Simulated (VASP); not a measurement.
# LuBeSi4 (F-43m) in VASP: notebook, part 2 of 2

VASP 6.6.1. Earlier steps stand in the parts before.

## (4) Relaxation of cell and atoms, PBE

Contents of INCAR:

```
ALGO     = Normal         # electronic algorithm
EDIFF    = 1E-6           # SCF threshold, eV
EDIFFG   = -0.04          # ionic threshold
ENCUT    = 600            # plane-wave cutoff, eV
GGA      = PE             # functional
IBRION   = 2              # ionic algorithm
ISIF     = 3              # what is computed and relaxed
ISMEAR   = 0              # smearing method
LASPH    = T              # aspherical terms in the spheres
LCHARG   = F              # write CHGCAR
LREAL    = F              # projectors in reciprocal space
LWAVE    = F              # write WAVECAR
NELM     = 100            # most SCF steps
NSW      = 90             # ionic steps
PREC     = Accurate       # precision mode
SIGMA    = 0.1            # smearing width, eV
```

Contents of KPOINTS:

```
k-points
0
Gamma
  4 4 4
```

Contents of POSCAR:

```
LuBeSi4
1.0
    0.0000000000      3.6627614300      3.6627614300
    3.6627614300      0.0000000000      3.6627614300
    3.6627614300      3.6627614300      0.0000000000
Lu Be Si
1 1 4
Direct
    0.2500000000      0.2500000000      0.2500000000
    0.0000000000      0.0000000000      0.0000000000
    0.8489440500      0.8489440500      0.8489440500
    0.8489440500      0.8489440500      0.4531678400
    0.8489440500      0.4531678400      0.8489440500
    0.4531678400      0.8489440500      0.8489440500
```

Potentials or basis: VASP PAW PBE potentials, release 64 (Lu, Be, Si).

Started as:

```
$ cat potpaw_PBE.64/Lu/POTCAR potpaw_PBE.64/Be/POTCAR potpaw_PBE.64/Si/POTCAR > POTCAR
$ mpirun -np 1 vasp_std > vasp.out
```

OUTCAR:

```text
EDIFF = 1E-6
   EDIFFG = -0.04
   ENCUT = 600
   GGA = PE
   IBRION = 2
   ISIF = 3
   ISMEAR = 0
   LASPH = T
   LREAL = F
   NELM = 100
   NSW = 90
   PREC = Accurate

 ion  position               nearest neighbor table
   1  0.250  0.250  0.250-   4 3.11   5 3.11   4 3.11   6 3.11   5 3.11   6 3.11   3 3.11   3 3.11
                             3 3.11   4 3.11   5 3.11   6 3.11
   2  0.000  0.000  0.000-   4 1.92   5 1.92   6 1.92   3 1.92
   3  0.849  0.849  0.849-   2 1.92   4 2.05   5 2.05   6 2.05   1 3.11   1 3.11   1 3.11   5 3.13
                             4 3.13   6 3.13
   4  0.849  0.849  0.453-   2 1.92   3 2.05   5 2.05   6 2.05   1 3.11   1 3.11   1 3.11   3 3.13
                             5 3.13   6 3.13
   5  0.849  0.453  0.849-   2 1.92   3 2.05   4 2.05   6 2.05   1 3.11   1 3.11   1 3.11   4 3.13
                             3 3.13   6 3.13
   6  0.453  0.849  0.849-   2 1.92   3 2.05   4 2.05   5 2.05   1 3.11   1 3.11   1 3.11   5 3.13
                             4 3.13   3 3.13

[... 172 lines left out ...]
  ext. energy  EPLUGINS =         0.00000000
  ---------------------------------------------------
  free energy    TOTEN  =       -24.00528400 eV

  energy without entropy =      -23.97773665  energy(sigma->0) =      -23.99151033

 E-fermi :   7.2839     XC(G=0): -10.3760

 val. band max:        7.2745471025   @ k =   0.5000   0.2500   0.0000
 cond. band min:       7.3648399988   @ k =   0.5000   0.0000   0.0000
 fundamental gap:      0.0902928963
 Fermi energy:         7.2838599820
[... 772 lines left out ...]
--------------------------------------- Ionic step        9  -------------------------------------------

 number of electron      42.9999999 magnetization

 Free energy of the ion-electron system (eV)
  ---------------------------------------------------
  ext. energy  EPLUGINS =         0.00000000
  ---------------------------------------------------
  free energy    TOTEN  =       -27.67173718 eV

  energy without entropy =      -27.64199033  energy(sigma->0) =      -27.65686376

 E-fermi :   4.7619     XC(G=0):  -9.1711

 val. band max:        4.5282218859   @ k =  -0.2500   0.2500   0.0000
 cond. band min:       4.7646919052   @ k =   0.5000   0.2500   0.0000
 fundamental gap:      0.2364700193
 Fermi energy:         4.7618855329
[... 255 lines left out ...]
  FREE ENERGIE OF THE ION-ELECTRON SYSTEM (eV)
  ---------------------------------------------------
  free  energy   TOTEN  =       -27.6717371790 eV

  energy  without entropy=      -27.6419903311  energy(sigma->0) =      -27.65686376

 reached required accuracy - stopping structural energy minimisation
```

OSZICAR:

```text
N       E                     dE             d eps       ncg     rms          rms(c)
DAV:   1     0.266793554427E+03    0.26679E+03   -0.19466E+04   512   0.474E+03
DAV:   2     0.647323827898E+01   -0.26032E+03   -0.25601E+03   400   0.551E+02
DAV:   3    -0.269948307423E+02   -0.33468E+02   -0.32948E+02   632   0.132E+02
[... 177 lines left out ...]
DAV:   5    -0.276711838858E+02   -0.63280E-02   -0.10874E-02   668   0.583E-01    0.118E-01
DAV:   6    -0.276715571394E+02   -0.37325E-03   -0.18897E-03   614   0.487E-01    0.701E-02
DAV:   7    -0.276717117525E+02   -0.15461E-03   -0.19399E-04   700   0.144E-01    0.172E-02
DAV:   8    -0.276717372330E+02   -0.25480E-04   -0.89416E-05   775   0.809E-02    0.292E-03
DAV:   9    -0.276717371790E+02    0.53972E-07   -0.85242E-06   629   0.210E-02
   9 F= -.27671737E+02 E0= -.27656864E+02  d E =-.382944E-01
```

Run time: 7.5 min. Hardware: 1 thread of AMD EPYC 7R43 (Zen 3), shared host; peak memory 0.25 GiB.

What came out:

| Item | Value |
| --- | --- |
| Free energy | -27.6717 eV |
| Relaxed volume | 22.07 Å³/atom |
| Relaxed cell | a = 5.721 Å, b = 5.721 Å, c = 5.721 Å, α = 60.00°, β = 60.00°, γ = 60.00° |
| Space group after relaxing (to 0.05 Å) | F-43m (No. 216) |
| Energy gained by relaxing | 611.1 meV/atom |
| Ionic steps | 9 |
| Pressure after relaxing | 0.1 GPa |
| Largest force after relaxing | 0.028 eV/Å |

Forces on the atoms (eV/Å):
```
Lu   0.000  0.000  0.000
Be   0.000  0.000  0.000
Si  -0.016 -0.016 -0.016
Si   0.016  0.016 -0.016
Si   0.016 -0.016  0.016
Si  -0.016  0.016  0.016
```

Step by step:
| step | energy change (eV) | largest force (eV/Å) | pressure (GPa) | volume (Å³) |
| --- | --- | --- | --- | --- |
| 1 | 0.0000 | 7.1854 | 38.19 | 98.28 |
| 2 | 1.9850 | 4.6252 | -1.64 | 164.93 |
| 3 | 0.0807 | 5.4210 | -2.03 | 146.74 |
| 4 | -1.5229 | 5.2315 | 0.27 | 132.39 |
| 5 | -2.7260 | 2.9805 | 9.33 | 114.49 |
| 6 | -3.6028 | 0.4566 | -2.79 | 139.37 |
| 7 | -3.6282 | 0.7387 | -1.48 | 135.03 |
| 8 | -3.6526 | 0.4436 | 1.12 | 130.93 |
| 9 | -3.6665 | 0.0284 | 0.10 | 132.43 |

Final structure:
```cif
data_structure
_symmetry_space_group_name_H-M 'P 1'
_symmetry_Int_Tables_number 1
_cell_length_a 5.7213
_cell_length_b 5.7213
_cell_length_c 5.7213
_cell_angle_alpha 60.000
_cell_angle_beta 60.000
_cell_angle_gamma 60.000
_cell_volume 132.43
loop_
_atom_site_label
_atom_site_type_symbol
_atom_site_fract_x
_atom_site_fract_y
_atom_site_fract_z
_atom_site_occupancy
Lu1 Lu 0.25000 0.25000 0.25000 1
Be1 Be 0.00000 0.00000 0.00000 1
Si1 Si 0.85253 0.85253 0.85253 1
Si2 Si 0.85253 0.85253 0.44241 1
Si3 Si 0.85253 0.44241 0.85253 1
Si4 Si 0.44241 0.85253 0.85253 1
```

Levels at points of the mesh, in eV from the Fermi level:
| k point | band 19 | band 20 | band 21 | band 22 | band 23 | band 24 |
| --- | --- | --- | --- | --- | --- | --- |
| (0.00, 0.00, 0.00) | -4.32 | -2.58 | -2.58 | -0.67 | 1.82 | 1.82 |
| (0.50, 0.00, 0.00) | -2.31 | -1.18 | -1.18 | -0.42 | 0.02 | 0.02 |
| (0.50, 0.50, 0.00) | -1.97 | -1.97 | -1.70 | 0.41 | 0.50 | 0.50 |

Caveat: the k points lie up to 0.34 Å⁻¹ apart in the final cell; the volume moved by over 15 % at a fixed basis, so the end points are rough; spin-orbit coupling is left out, which moves the levels of the heavy elements.

## (5) Single point, PBE

This run uses another cell than the first one, of 22.09 Å³/atom, 1.349 times its volume.

Contents of INCAR:

```
  ALGO = Normal
  EDIFF = 1E-6
  ENCUT = 520
  GGA = PE
  ISIF = 2
  ISMEAR = 0
  LASPH = True
  LCHARG = False
  LREAL = False
  LWAVE = False
  NBANDS = 30
  NELM = 60
  PREC = Accurate
  SIGMA = 0.1
```

Contents of KPOINTS:

```
k-points
0
Gamma
  8 8 8
```

Contents of POSCAR:

```
LuBeSi4
1.0
    0.0000000000      4.0467711959      4.0467711959
    4.0467711959      0.0000000000      4.0467711959
    4.0467711959      4.0467711959      0.0000000000
Lu Be Si
1 1 4
Direct
    0.7500000000      0.7500000000      0.7500000000
    0.0000000000      0.0000000000      0.0000000000
    0.1472683531      0.5581949406      0.1472683531
    0.1472683531      0.1472683531      0.1472683531
    0.5581949406      0.1472683531      0.1472683531
    0.1472683531      0.1472683531      0.5581949406
```

Started as:

```
$ cat potpaw_PBE.64/Lu/POTCAR potpaw_PBE.64/Be/POTCAR potpaw_PBE.64/Si/POTCAR > POTCAR
$ mpirun -np 1 vasp_std > vasp.out
```

Run time: 3.5 min. Hardware: 1 thread of AMD EPYC 7R43 (Zen 3), shared host; peak memory 0.35 GiB.

Results (log left out):

```yaml
Free_energy: -27.6856 eV
Pressure: -0.1 GPa
Largest_force: 0.026 eV/Å
```

Forces on the atoms (eV/Å):
```
Lu   0.000  0.000  0.000
Be   0.000  0.000  0.000
Si  -0.015  0.015 -0.015
Si   0.015  0.015  0.015
Si   0.015 -0.015 -0.015
Si  -0.015 -0.015  0.015
```

Levels at points of the mesh, in eV from the Fermi level:
| k point | band 17 | band 18 | band 19 | band 20 | band 21 | band 22 | band 23 | band 24 | band 25 | band 26 |
| --- | --- | --- | --- | --- | --- | --- | --- | --- | --- | --- |
| (0.00, 0.00, 0.00) | -4.42 | -4.42 | -4.42 | -2.69 | -2.69 | -0.77 | 1.72 | 1.72 | 1.72 | 2.61 |
| (0.50, 0.00, 0.00) | -3.76 | -3.76 | -2.42 | -1.29 | -1.29 | -0.52 | -0.08 | -0.08 | 0.57 | 1.64 |
| (0.50, 0.50, 0.00) | -4.65 | -2.55 | -2.08 | -2.08 | -1.80 | 0.30 | 0.39 | 0.39 | 1.34 | 1.52 |

Caveat: spin-orbit coupling is left out, which moves the levels of the heavy elements.

## (6) Overview

| task | cell | k mesh | cutoff (eV) | gap on the mesh (eV) | pressure (GPa) | largest force (eV/Å) |
| --- | --- | --- | --- | --- | --- | --- |
| single point | a = 5.180 Å, angles 60.0°, 6 atoms | 4 × 4 × 4 | 520 | none | 38.1 | 7.19 |
| single point | a = 5.720 Å, angles 60.0°, 6 atoms | 4 × 4 × 4 | 520 | none | 0.1 | 0.02 |
| relaxation of cell and atoms | relaxed from a = 5.180 Å, angles 60.0°, 6 atoms | 4 × 4 × 4 | 600 | none | 0.1 | 0.03 |
| single point | a = 5.723 Å, angles 60.0°, 6 atoms | 8 × 8 × 8 | 520 | none | -0.1 | 0.03 |

Alike in all rows: level PBE; potentials or basis VASP PAW PBE potentials, release 64 (Lu, Be, Si); no spin polarisation; smearing gaussian 0.1 eV.

Caveats: some runs use coarse meshes; spin-orbit coupling is left out, which moves the levels of the heavy elements; forces of over 1 eV/Å act on the atoms, so gaps and moduli don't describe the material at rest (some runs); the volume moved by over 15 % at a fixed basis, so the end points are rough (some runs).

Absolute energies hang on the potentials; compare differences alone.
